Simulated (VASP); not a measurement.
Mn:

```xyz
1
Lattice="0.0000 1.7450 1.7450 1.7450 0.0000 1.7450 1.7450 1.7450 0.0000" Properties=species:S:1:pos:R:3 pbc="T T T"
Mn    0.0000    0.0000    0.0000
```

Base run:

```yaml
Program: VASP 6.6.1
Functional: PBE
Potentials_or_basis: VASP PAW PBE potentials, release 64 (Mn_pv)
Cutoff: 520 eV
k_mesh: 13 × 13 × 13
Occupations: fermi-dirac, width 0.05 eV
Spin: collinear spin, ferromagnetic start
Starting_moments: "[2.7] μB"
Fixed_moment: 2.7 μB
```

Its results: pressure 51.6 GPa; site moments Mn +2.61 μB.

After a change of settings the same cell gave: pressure 16.5 GPa; site moments Mn +1.31 μB. Which change was it?
A. fixed moment from 2.7 μB to 1.35 μB; moments at the start from [2.7] to [1.35]
B. fixed moment from 2.7 μB to 1.69 μB; moments at the start from [2.7] to [1.69]
C. fixed moment from 2.7 μB to 1.01 μB; moments at the start from [2.7] to [1.01]
D. fixed moment from 2.7 μB to 2.02 μB; moments at the start from [2.7] to [2.02]

A.

Caveats: the total moment is fixed, so each spin has its own Fermi level.
